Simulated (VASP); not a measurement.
# Co (P6_3/mmc) in VASP: single point with PBEsol

Aim: the single point of Co with PBEsol.

Program: VASP 6.6.1. These are calculated values, not measurements. Logs are shortened: lines on timing, memory, paths and dates and some standing lists are left out, and cuts for length are marked.

## Step 1: The cell of the first run

The structure is hexagonal, space group P6_3/mmc (No. 194). The conventional cell has a = 2.456 Å, b = 2.456 Å, c = 3.970 Å, α = 90.00°, β = 90.00°, γ = 120.00°. Co (site symmetry -6m2) has 12 Co at 2.44 to 2.46 Å within 3.2 Å.

## Step 2: Single point, PBEsol, collinear spin, ferromagnetic start

File INCAR:

```
PREC = Accurate
ENCUT = 520
EDIFF = 1E-6
ISMEAR = -1
SIGMA = 0.05
LREAL = False
LASPH = True
NELM = 150
ALGO = Normal
ISIF = 2
LWAVE = False
LCHARG = False
ISPIN = 2
MAGMOM = 1.7 1.7
LORBIT = 11
LMAXMIX = 4
GGA = PS
NBANDS = 20
```

File KPOINTS:

```
Automatic mesh
0
Gamma
  23 23 13
```

File POSCAR:

```
Co
1.0
    2.4561135565      0.0000000000      0.0000000000
   -1.2280567783      2.1270567345      0.0000000000
    0.0000000000      0.0000000000      3.9696215229
Co
2
Direct
    0.3333333333      0.6666666667      0.2500000000
    0.6666666667      0.3333333333      0.7500000000
```

Potentials or basis: VASP PAW PBE potentials, release 64 (Co).

Command:

```sh
$ cat potpaw_PBE.64/Co/POTCAR > POTCAR
$ mpirun -np 1 vasp_std > vasp.out
```

OUTCAR:

```text
PREC = Accurate
   ENCUT = 520
   EDIFF = 1E-6
   ISMEAR = -1
   LREAL = False
   LASPH = True
   NELM = 150
   ISIF = 2
   ISPIN = 2
   LORBIT = 11
   GGA = PS

 ion  position               nearest neighbor table
   1  0.333  0.667  0.250-   2 2.44   2 2.44   2 2.44   2 2.44   2 2.44   2 2.44
   2  0.667  0.333  0.750-   1 2.44   1 2.44   1 2.44   1 2.44   1 2.44   1 2.44

  LATTYP: Found a hexagonal cell.
 ALAT       =     2.4561135565
 C/A-ratio  =     1.6162206802

  Lattice vectors:

 A1 = (   2.4561135565,   0.0000000000,   0.0000000000)
 A2 = (  -1.2280567783,   2.1270567345,   0.0000000000)
 A3 = (   0.0000000000,   0.0000000000,   3.9696215229)

Analysis of symmetry for initial positions (statically):
=====================================================================
 Subroutine PRICEL returns:
 Original cell was already a primitive cell.

 Routine SETGRP: Setting up the symmetry group for a
 hexagonal supercell.

 Subroutine GETGRP returns: Found 24 space group operations
 (whereof 12 operations were pure point group operations)
 out of a pool of 24 trial point group operations.

The static configuration has the point symmetry D_3d.
 The point group associated with its full space group is D_6h.

Analysis of symmetry for dynamics (positions and initial velocities):
=====================================================================
 Subroutine PRICEL returns:
 Original cell was already a primitive cell.

 Routine SETGRP: Setting up the symmetry group for a
 hexagonal supercell.

 Subroutine GETGRP returns: Found 24 space group operations
 (whereof 12 operations were pure point group operations)
 out of a pool of 24 trial point group operations.

The dynamic configuration has the point symmetry D_3d.
 The point group associated with its full space group is D_6h.

Analysis of structural, dynamic, and magnetic symmetry:
=====================================================================
 Subroutine PRICEL returns:
 Original cell was already a primitive cell.

 Routine SETGRP: Setting up the symmetry group for a
 hexagonal supercell.

 Subroutine GETGRP returns: Found 24 space group operations
 (whereof 12 operations were pure point group operations)
 out of a pool of 24 trial point group operations.

The overall configuration has the point symmetry D_3d.
 The point group associated with its full space group is D_6h.

 Subroutine INISYM returns: Found 24 space group operations
[... 114 lines left out ...]
   IALGO  =     38    algorithm
   IMIX   =      4    mixing-type and parameters
     AMIX     =   0.40;   BMIX     =  1.00
     AMIX_MAG =   1.60;   BMIX_MAG =  1.00
  volume/ion in A,a.u.               =      10.37        69.98
  Fermi-wavevector in a.u.,A,eV,Ry     =   1.561613  2.951021 33.179652  2.438636
  Thomas-Fermi vector in A             =   2.664653
   LORBIT       =     11    0 simple, 1 ext, 2 COOP (PROOUT), +10 PAW based schemes
   GGA     = PS    functional components
   LHFCALC =     F    Hartree Fock is set to
   AEXX    =    0.0000 exact exchange contribution
   IVDW    =     0    specifies the selected vdW correction
   LEPSILON=     F    determine dielectric tensor
   LRPA    =     F    only Hartree local field effects (RPA)
 spin polarized calculation
  energy-cutoff  :      520.00
  volume of cell :       20.74
 maximum number of plane-waves:       574
   NGX =  9   NGY =  9   NGZ = 15

 number of electron      17.9999973 magnetization       3.1279253

 Free energy of the ion-electron system (eV)
  ---------------------------------------------------
  ext. energy  EPLUGINS =         0.00000000
  ---------------------------------------------------
  free energy    TOTEN  =       -15.48045562 eV

  energy without entropy =      -15.46696049  energy(sigma->0) =      -15.47370805

 E-fermi :  10.7154     XC(G=0): -13.8488

 val. band max:       10.7136854197   @ k =   0.1739   0.0435   0.0769
 cond. band min:      10.7160225612   @ k =   0.3478   0.1739   0.4615
 fundamental gap:      0.0023371415
 Fermi energy:        10.7154069091

 spin component 1

 k-point     1 :       0.0000    0.0000    0.0000
  band No.  band energies     occupation
      1       1.4843      1.00000
      2       5.3664      1.00000
      3       8.0759      1.00000
      4       8.0974      1.00000
      5       8.0974      1.00000
      6       8.4373      1.00000
[... 541 lines left out ...]
     19      36.4686      0.00000
     20      39.6973      0.00000

 [... further k-points ...]

 spin component 2

 k-point     1 :       0.0000    0.0000    0.0000
  band No.  band energies     occupation
      1       1.5484      1.00000
      2       6.2964      1.00000
      3       9.6486      1.00000
      4       9.6687      1.00000
      5       9.6687      1.00000
      6      10.0617      1.00000
[... 541 lines left out ...]
     19      36.6021      0.00000
     20      39.8985      0.00000

 [... further k-points ...]

------------------------ aborting loop because EDIFF is reached ----------------------------------------

  FORCE on cell =-STRESS in cart. coord.  units (eV):
  Direction    XX          YY          ZZ          XY          YZ          ZX
  --------------------------------------------------------------------------------------
  -------------------------------------------------------------------------------------
  Total       -0.1162364     -0.1162364     -0.1299144      0.0000000      0.0000000      0.0000000
  in kB       -8.9799984     -8.9799984    -10.0367083      0.0000000      0.0000000      0.0000000
  external PRESSURE =      -9.3322350 kB  Pullay stress =       0.0000000 kB

 VOLUME and BASIS-vectors are now :
 -----------------------------------------------------------------------------
  energy-cutoff  :      520.00
  volume of cell :       20.74
      direct lattice vectors                 reciprocal lattice vectors
     2.456113557  0.000000000  0.000000000     0.407147299  0.235066603  0.000000000
    -1.228056778  2.127056734  0.000000000     0.000000000  0.470133205  0.000000000
     0.000000000  0.000000000  3.969621523     0.000000000  0.000000000  0.251913185

 POSITION                                       TOTAL-FORCE (eV/Angst)
 -----------------------------------------------------------------------------------
     -0.00000      1.41804      0.99241        -0.000000      0.000000      0.000000
      1.22806      0.70902      2.97722         0.000000     -0.000000      0.000000
 -----------------------------------------------------------------------------------
    total drift:                                0.000000     -0.000000     -0.000000

  FREE ENERGIE OF THE ION-ELECTRON SYSTEM (eV)
  ---------------------------------------------------
  free  energy   TOTEN  =       -15.4804556155 eV

  energy  without entropy=      -15.4669604887  energy(sigma->0) =      -15.47370805

 total charge

# of ion       s       p       d       tot
------------------------------------------
    1        0.508   0.565   7.290   8.364
    2        0.508   0.565   7.290   8.364
--------------------------------------------------
tot          1.016   1.130  14.581  16.727

 magnetization (x)

# of ion       s       p       d       tot
------------------------------------------
    1       -0.015  -0.052   1.639   1.572
    2       -0.015  -0.052   1.639   1.572
--------------------------------------------------
tot         -0.031  -0.105   3.279   3.143
```

OSZICAR:

```text
N       E                     dE             d eps       ncg     rms          rms(c)
DAV:   1     0.833605614151E+02    0.83361E+02   -0.78815E+03 33208   0.120E+03
DAV:   2    -0.134335044981E+02   -0.96794E+02   -0.87069E+02 31796   0.219E+02
DAV:   3    -0.179472269116E+02   -0.45137E+01   -0.43250E+01 35580   0.567E+01
DAV:   4    -0.180157809369E+02   -0.68554E-01   -0.68495E-01 38308   0.617E+00
DAV:   5    -0.180178354346E+02   -0.20545E-02   -0.20544E-02 36464   0.103E+00    0.165E+01
DAV:   6    -0.159173919810E+02    0.21004E+01   -0.80186E+00 35812   0.598E+01    0.719E+00
DAV:   7    -0.155208346364E+02    0.39656E+00   -0.12437E+00 37508   0.211E+01    0.394E+00
DAV:   8    -0.154977867245E+02    0.23048E-01   -0.16396E-02 42408   0.120E+00    0.187E+00
DAV:   9    -0.154808330754E+02    0.16954E-01   -0.22467E-03 53572   0.852E-01    0.611E-01
DAV:  10    -0.154805967044E+02    0.23637E-03   -0.74450E-04 43748   0.398E-01    0.135E-01
DAV:  11    -0.154804649058E+02    0.13180E-03   -0.37131E-05 48544   0.735E-02    0.312E-02
DAV:  12    -0.154804559660E+02    0.89398E-05   -0.61421E-06 35636   0.202E-02    0.169E-02
DAV:  13    -0.154804556155E+02    0.35045E-06   -0.18130E-06 28496   0.170E-02
   1 F= -.15480456E+02 E0= -.15473708E+02  d E =-.134951E-01  mag=     3.1289
```

Run time: 3.9 min. Hardware: 1 thread of Oxide Virtual Turin-like, shared host; peak memory 0.28 GiB.

What came out:

| Property | Result |
| --- | --- |
| Free energy | -15.4805 eV |
| Pressure | -0.9 GPa |
| Net moment | 3.13 μB per cell |
| Site moments | Co +1.57 μB |
| Valence electrons inside the program's atomic spheres | Co 8.36 |

Caveat: the PAW data sets were made with another functional, which shifts forces and pressure a little.
